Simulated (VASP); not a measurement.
# Ta3Br (Pm-3m) in VASP: a series of runs

The runs below take Ta3Br through single point, relaxation of cell and atoms, with r2SCAN.

Everything below comes from runs of VASP 6.6.1. Logs are shortened: lines on timing, memory, paths and dates and some standing lists are left out, and cuts for length are marked.

## (1) The cell of the first run

It takes space group Pm-3m (No. 221, cubic). Conventional cell: a = 4.199 Å, b = 4.199 Å, c = 4.199 Å, α = 90.00°, β = 90.00°, γ = 90.00°. Within 3.9 Å of Ta (site symmetry 4/mmm) lie 8 Ta at 2.97 Å and 4 Br at 2.97 Å. Br (site symmetry m-3m) has 12 Ta at 2.97 Å within 3.9 Å.

## (2) Single point, r2SCAN

POSCAR reads:

```
Ta3Br
1.0
    4.1991863661      0.0000000000      0.0000000000
    0.0000000000      4.1991863661      0.0000000000
    0.0000000000      0.0000000000      4.1991863661
Ta Br
3 1
Direct
    0.0000000000      0.5000000000      0.5000000000
    0.5000000000      0.0000000000      0.5000000000
    0.5000000000      0.5000000000      0.0000000000
    0.0000000000      0.0000000000      0.0000000000
```

INCAR.step1 reads:

```
PREC = Accurate
ENCUT = 520
ISMEAR = 0
SIGMA = 0.1
LREAL = F
LASPH = T
NELM = 100
NBANDS = 28
GGA = PE
ALGO = Normal
EDIFF = 1E-4
LWAVE = T
LCHARG = F
```

INCAR.step2 reads:

```
PREC = Accurate
ENCUT = 520
EDIFF = 1E-6
ISMEAR = 0
SIGMA = 0.1
LREAL = F
LASPH = T
NELM = 100
ALGO = Normal
ISIF = 2
LWAVE = F
LCHARG = F
METAGGA = R2SCAN
LMIXTAU = T
NBANDS = 28
ISTART = 1
```

KPOINTS reads:

```
regular mesh
0
Gamma
  4 4 4
```

Potentials or basis: VASP PAW PBE potentials, release 64 (Ta_pv, Br).

The run is started by

```sh
$ cat potpaw_PBE.64/Ta_pv/POTCAR potpaw_PBE.64/Br/POTCAR > POTCAR
$ cp INCAR.step1 INCAR
$ mpirun -np 1 vasp_std > vasp.out
$ cp INCAR.step2 INCAR
$ mpirun -np 1 vasp_std > vasp.out
```

OUTCAR:

```text
PREC = Accurate
   ENCUT = 520
   EDIFF = 1E-6
   ISMEAR = 0
   LREAL = F
   LASPH = T
   NELM = 100
   ISIF = 2
   METAGGA = R2SCAN
   ISTART = 1

 ion  position               nearest neighbor table
   1  0.000  0.500  0.500-   2 2.97   3 2.97   4 2.97   3 2.97   4 2.97   2 2.97   4 2.97   4 2.97
                             2 2.97   3 2.97   3 2.97   2 2.97
   2  0.500  0.000  0.500-   1 2.97   3 2.97   4 2.97   3 2.97   4 2.97   1 2.97   3 2.97   3 2.97
                             1 2.97   4 2.97   4 2.97   1 2.97
   3  0.500  0.500  0.000-   1 2.97   2 2.97   4 2.97   1 2.97   2 2.97   2 2.97   4 2.97   2 2.97
                             1 2.97   4 2.97   1 2.97   4 2.97
   4  0.000  0.000  0.000-   1 2.97   2 2.97   3 2.97   1 2.97   2 2.97   1 2.97   3 2.97   1 2.97
                             2 2.97   3 2.97   2 2.97   3 2.97

  LATTYP: Found a simple cubic cell.
 ALAT       =     4.1991863661

  Lattice vectors:

 A1 = (   4.1991863661,   0.0000000000,   0.0000000000)
 A2 = (   0.0000000000,   4.1991863661,   0.0000000000)
 A3 = (   0.0000000000,   0.0000000000,   4.1991863661)

Analysis of symmetry for initial positions (statically):
=====================================================================
 Subroutine PRICEL returns:
 Original cell was already a primitive cell.

 Routine SETGRP: Setting up the symmetry group for a
 simple cubic supercell.

 Subroutine GETGRP returns: Found 48 space group operations
 (whereof 48 operations were pure point group operations)
 out of a pool of 48 trial point group operations.

The static configuration has the point symmetry O_h .

Analysis of symmetry for dynamics (positions and initial velocities):
=====================================================================
 Subroutine PRICEL returns:
 Original cell was already a primitive cell.

 Routine SETGRP: Setting up the symmetry group for a
 simple cubic supercell.

 Subroutine GETGRP returns: Found 48 space group operations
 (whereof 48 operations were pure point group operations)
 out of a pool of 48 trial point group operations.

The dynamic configuration has the point symmetry O_h .

 Subroutine INISYM returns: Found 48 space group operations
 (whereof 48 operations are pure point group operations),
 and found     1 'primitive' translations

----------------------------------------------------------------------------------------
[... 81 lines left out ...]
   NELM   =    100;   NELMIN=  2; NELMDL=  0     # of ELM steps
   EDIFF  = 0.1E-05   stopping-criterion for ELM
   LREAL  =      F    real-space projection
   EDIFFG = 0.1E-04   stopping-criterion for IOM
   NSW    =      0    number of steps for IOM
   IBRION =     -1    ionic relax: 0-MD 1-quasi-New 2-CG
   NFREE  =      0    steps in history (QN), initial steepest desc. (CG)
   ISIF   =      2    stress and relaxation
   ISYM   =      2    0-nonsym 1-usesym 2-fastsym
   POTIM  = 0.5000    time-step for ionic-motion
   TEBEG  =    0.0;   TEEND  =   0.0 temperature during run
   PSTRESS=    0.0 pullay stress
   NELECT =      40.0000    total number of electrons
   NUPDOWN=      -1.0000    fix difference up-down
   EMIN   =  10.00;   EMAX   =-10.00  energy-range for DOS
   EFERMI =   0.00;   METHOD = LEGACY
   ISMEAR =     0;   SIGMA  =   0.10  broadening in eV -4-tet -1-fermi 0-gaus
   EFERMI_NEDOS =   21; number of points for ismear=-14 and -15
   IALGO  =     38    algorithm
   IMIX   =      4    mixing-type and parameters
     AMIX     =   0.40;   BMIX     =  1.00
     AMIX_MAG =   1.60;   BMIX_MAG =  1.00
  volume/ion in A,a.u.               =      18.51       124.92
  Fermi-wavevector in a.u.,A,eV,Ry     =   1.333306  2.519582 24.187126  1.777704
  Thomas-Fermi vector in A             =   2.462174
   LORBIT       =      0    0 simple, 1 ext, 2 COOP (PROOUT), +10 PAW based schemes
   METAGGA = R2SCAN    functional components
   LHFCALC =     F    Hartree Fock is set to
   AEXX    =    0.0000 exact exchange contribution
   IVDW    =     0    specifies the selected vdW correction
   LEPSILON=     F    determine dielectric tensor
   LRPA    =     F    only Hartree local field effects (RPA)
 non-spin polarized calculation
 Gauss-broadening in eV      SIGMA  =   0.10
  energy-cutoff  :      520.00
  volume of cell :       74.04
 maximum number of plane-waves:      2012
 NGX is ok and might be reduce to    32
   NGX = 15   NGY = 15   NGZ = 15

 number of electron      39.9999999 magnetization

 Free energy of the ion-electron system (eV)
  ---------------------------------------------------
  ext. energy  EPLUGINS =         0.00000000
  ---------------------------------------------------
  free energy    TOTEN  =      -155.37232441 eV

  energy without entropy =     -155.35245800  energy(sigma->0) =     -155.36239120

 E-fermi :   6.7122     XC(G=0): -13.1365

 val. band max:        6.6689149804   @ k =   0.5000   0.2500   0.2500
 cond. band min:       6.7381162159   @ k =   0.5000   0.0000   0.0000
 fundamental gap:      0.0692012355
 Fermi energy:         6.7122116412

 k-point     1 :       0.0000    0.0000    0.0000
  band No.  band energies     occupation
      1     -29.3672      2.00000
      2     -29.3672      2.00000
      3     -29.3672      2.00000
      4     -28.9746      2.00000
      5     -28.9746      2.00000
      6     -28.9746      2.00000
[... 299 lines left out ...]
     27      12.2820      0.00000
     28      12.2820      0.00000

------------------------ aborting loop because EDIFF is reached ----------------------------------------

  FORCE on cell =-STRESS in cart. coord.  units (eV):
  Direction    XX          YY          ZZ          XY          YZ          ZX
  --------------------------------------------------------------------------------------
  -------------------------------------------------------------------------------------
  Total        0.2442639      0.2442639      0.2442639     -0.0000000      0.0000000     -0.0000000
  in kB        5.2853582      5.2853582      5.2853582     -0.0000000      0.0000000     -0.0000000
  external PRESSURE =       5.2853582 kB  Pullay stress =       0.0000000 kB

 VOLUME and BASIS-vectors are now :
 -----------------------------------------------------------------------------
  energy-cutoff  :      520.00
  volume of cell :       74.04
      direct lattice vectors                 reciprocal lattice vectors
     4.199186366  0.000000000  0.000000000     0.238141371  0.000000000  0.000000000
     0.000000000  4.199186366  0.000000000     0.000000000  0.238141371  0.000000000
     0.000000000  0.000000000  4.199186366     0.000000000  0.000000000  0.238141371

 POSITION                                       TOTAL-FORCE (eV/Angst)
 -----------------------------------------------------------------------------------
      0.00000      2.09959      2.09959         0.000000      0.000000      0.000000
      2.09959      0.00000      2.09959         0.000000      0.000000      0.000000
      2.09959      2.09959      0.00000         0.000000      0.000000      0.000000
      0.00000      0.00000      0.00000         0.000000      0.000000      0.000000
 -----------------------------------------------------------------------------------
    total drift:                                0.000000     -0.000000     -0.000000

  FREE ENERGIE OF THE ION-ELECTRON SYSTEM (eV)
  ---------------------------------------------------
  free  energy   TOTEN  =      -155.3723244068 eV

  energy  without entropy=     -155.3524579979  energy(sigma->0) =     -155.36239120
```

OUTCAR.step1:

```text
PREC = Accurate
   ENCUT = 520
   ISMEAR = 0
   LREAL = F
[... 526 lines left out ...]
      0.00000      2.09959      2.09959         0.000000      0.000000      0.000000
      2.09959      0.00000      2.09959         0.000000      0.000000      0.000000
      2.09959      2.09959      0.00000         0.000000      0.000000      0.000000
      0.00000      0.00000      0.00000         0.000000      0.000000      0.000000
 -----------------------------------------------------------------------------------
    total drift:                                0.000000     -0.000000     -0.000000

  FREE ENERGIE OF THE ION-ELECTRON SYSTEM (eV)
  ---------------------------------------------------
  free  energy   TOTEN  =       -33.6779857898 eV

  energy  without entropy=      -33.6614471538  energy(sigma->0) =      -33.66971647
```

OSZICAR.step1:

```text
N       E                     dE             d eps       ncg     rms          rms(c)
DAV:   1     0.355794562903E+03    0.35579E+03   -0.21909E+04   560   0.143E+03
DAV:   2    -0.188162647219E+02   -0.37461E+03   -0.36620E+03   632   0.414E+02
DAV:   3    -0.347684639017E+02   -0.15952E+02   -0.15563E+02   716   0.751E+01
DAV:   4    -0.350535001806E+02   -0.28504E+00   -0.28310E+00   688   0.948E+00
DAV:   5    -0.350578377139E+02   -0.43375E-02   -0.43347E-02   696   0.105E+00    0.322E+01
DAV:   6    -0.339391978699E+02    0.11186E+01   -0.14065E+00   636   0.705E+00    0.210E+01
DAV:   7    -0.336937392498E+02    0.24546E+00   -0.14820E+00   640   0.767E+00    0.456E+00
DAV:   8    -0.336789476638E+02    0.14792E-01   -0.69343E-02   640   0.156E+00    0.170E+00
DAV:   9    -0.336781077992E+02    0.83986E-03   -0.86439E-03   672   0.605E-01    0.613E-01
DAV:  10    -0.336779744117E+02    0.13339E-03   -0.30733E-04   600   0.121E-01    0.251E-01
DAV:  11    -0.336779857898E+02   -0.11378E-04   -0.17669E-05   372   0.352E-02
   1 F= -.33677986E+02 E0= -.33669716E+02  d E =-.165386E-01
```

Wall time 32 s (1 thread of Intel Xeon 6975P-C (Granite Rapids), shared host); peak memory 0.18 GiB.

Results:

```yaml
Free_energy: -155.3723 eV
Pressure: 0.5 GPa
Band_gap_on_the_k_mesh: zero (band 20 reaches 7.02 eV, above the bottom of band 21 at 6.63 eV)
```

Caveat: the k points lie up to 0.37 Å⁻¹ apart; the PAW data sets were made with another functional, which shifts forces and pressure a little; spin-orbit coupling is left out, which moves the levels of the heavy elements.

## (3) Single point, r2SCAN

This run uses another cell than the first one, of 19.47 Å³/atom, 1.052 times its volume.

POSCAR reads:

```
Ta3Br
1.0
    4.2704980000      0.0000000000      0.0000000000
    0.0000000000      4.2704980000      0.0000000000
    0.0000000000      0.0000000000      4.2704980000
Ta Br
3 1
Direct
    0.0000000000      0.5000000000      0.5000000000
    0.5000000000      0.0000000000      0.5000000000
    0.5000000000      0.5000000000      0.0000000000
    0.0000000000      0.0000000000      0.0000000000
```

INCAR.step1 reads:

```
PREC = Accurate ; ENCUT = 520
ISMEAR = 0 ; SIGMA = 0.1
LREAL = False ; LASPH = True
NELM = 100 ; NBANDS = 28
GGA = PE ; ALGO = Normal
EDIFF = 1E-4 ; LWAVE = True
LCHARG = False
```

INCAR.step2 reads:

```
PREC = Accurate ; ENCUT = 520
EDIFF = 1E-6 ; ISMEAR = 0
SIGMA = 0.1 ; LREAL = False
LASPH = True ; NELM = 100
ALGO = Normal ; ISIF = 2
LWAVE = False ; LCHARG = True
METAGGA = R2SCAN ; LMIXTAU = True
LELF = True ; LVHAR = True
NBANDS = 28 ; ISTART = 1
```

KPOINTS is that of step 2.

Potentials or basis: VASP PAW PBE potentials, release 64 (Ta_pv, Br).

The run is started by

```sh
$ cat potpaw_PBE.64/Ta_pv/POTCAR potpaw_PBE.64/Br/POTCAR > POTCAR
$ cp INCAR.step1 INCAR
$ mpirun -np 1 vasp_std > vasp.out
$ cp INCAR.step2 INCAR
$ mpirun -np 1 vasp_std > vasp.out
```

OUTCAR:

```text
PREC = Accurate
   ENCUT = 520
   EDIFF = 1E-6
   ISMEAR = 0
   LREAL = False
   LASPH = True
   NELM = 100
   ISIF = 2
   METAGGA = R2SCAN
   ISTART = 1

 ion  position               nearest neighbor table
   1  0.000  0.500  0.500-   2 3.02   3 3.02   4 3.02   3 3.02   4 3.02   2 3.02   4 3.02   4 3.02
                             2 3.02   3 3.02   3 3.02   2 3.02
   2  0.500  0.000  0.500-   1 3.02   3 3.02   4 3.02   3 3.02   4 3.02   1 3.02   3 3.02   3 3.02
                             1 3.02   4 3.02   4 3.02   1 3.02
[... 499 lines left out ...]
  --------------------------------------------------------------------------------------
  -------------------------------------------------------------------------------------
  Total       -3.0621094     -3.0621094     -3.0621094     -0.0000000     -0.0000000      0.0000000
  in kB      -62.9934958    -62.9934958    -62.9934958     -0.0000000     -0.0000000      0.0000000
  external PRESSURE =     -62.9934958 kB  Pullay stress =       0.0000000 kB

 VOLUME and BASIS-vectors are now :
 -----------------------------------------------------------------------------
  energy-cutoff  :      520.00
  volume of cell :       77.88
      direct lattice vectors                 reciprocal lattice vectors
     4.270498000  0.000000000  0.000000000     0.234164727  0.000000000  0.000000000
     0.000000000  4.270498000  0.000000000     0.000000000  0.234164727  0.000000000
     0.000000000  0.000000000  4.270498000     0.000000000  0.000000000  0.234164727

 POSITION                                       TOTAL-FORCE (eV/Angst)
 -----------------------------------------------------------------------------------
      0.00000      2.13525      2.13525         0.000000      0.000000      0.000000
      2.13525      0.00000      2.13525         0.000000      0.000000      0.000000
      2.13525      2.13525      0.00000         0.000000      0.000000      0.000000
      0.00000      0.00000      0.00000         0.000000      0.000000      0.000000
 -----------------------------------------------------------------------------------
    total drift:                                0.000000     -0.000000     -0.000000

  FREE ENERGIE OF THE ION-ELECTRON SYSTEM (eV)
  ---------------------------------------------------
  free  energy   TOTEN  =      -155.3011407248 eV

  energy  without entropy=     -155.2808711824  energy(sigma->0) =     -155.29100595
```

OSZICAR.step1:

```text
N       E                     dE             d eps       ncg     rms          rms(c)
DAV:   1     0.350317723095E+03    0.35032E+03   -0.21959E+04   560   0.143E+03
DAV:   2    -0.197595381119E+02   -0.37008E+03   -0.36141E+03   656   0.402E+02
DAV:   3    -0.347719331813E+02   -0.15012E+02   -0.14646E+02   728   0.723E+01
DAV:   4    -0.350564137053E+02   -0.28448E+00   -0.28261E+00   712   0.925E+00
DAV:   5    -0.350598835776E+02   -0.34699E-02   -0.34666E-02   700   0.103E+00    0.315E+01
DAV:   6    -0.339294351546E+02    0.11304E+01   -0.14021E+00   640   0.724E+00    0.198E+01
DAV:   7    -0.336798420083E+02    0.24959E+00   -0.16530E+00   660   0.791E+00    0.374E+00
DAV:   8    -0.336597088356E+02    0.20133E-01   -0.90484E-02   636   0.183E+00    0.162E+00
DAV:   9    -0.336596226380E+02    0.86198E-04   -0.67554E-03   740   0.493E-01    0.707E-01
DAV:  10    -0.336594462429E+02    0.17640E-03   -0.27555E-04   584   0.117E-01    0.173E-01
DAV:  11    -0.336594518442E+02   -0.56013E-05   -0.14890E-05   380   0.306E-02
   1 F= -.33659452E+02 E0= -.33652996E+02  d E =-.129121E-01
```

It took 38 s on 1 thread of Intel Xeon 6975P-C (Granite Rapids), shared host; peak memory 0.19 GiB.

What came out:

```yaml
Free_energy: -155.3011 eV
Pressure: -6.3 GPa
Band_gap_on_the_k_mesh: zero (band 20 reaches 6.61 eV, above the bottom of band 21 at 6.15 eV)
```

Levels at points of the mesh, in eV from the Fermi level:
| k point | band 18 | band 19 | band 20 | band 21 | band 22 | band 23 |
| --- | --- | --- | --- | --- | --- | --- |
| (0.00, 0.00, 0.00) | -2.91 | -2.91 | -2.15 | 1.57 | 1.57 | 1.57 |
| (0.50, 0.00, 0.00) | -0.70 | -0.58 | -0.58 | 0.17 | 0.51 | 0.51 |
| (0.50, 0.50, 0.00) | -0.41 | -0.41 | 0.41 | 0.82 | 0.82 | 0.94 |
| (0.50, 0.50, 0.50) | -0.26 | -0.26 | -0.26 | 0.19 | 1.42 | 1.42 |

Caveat: the k points lie up to 0.37 Å⁻¹ apart; the PAW data sets were made with another functional, which shifts forces and pressure a little; spin-orbit coupling is left out, which moves the levels of the heavy elements.

(Continued in part 2 of 2.)
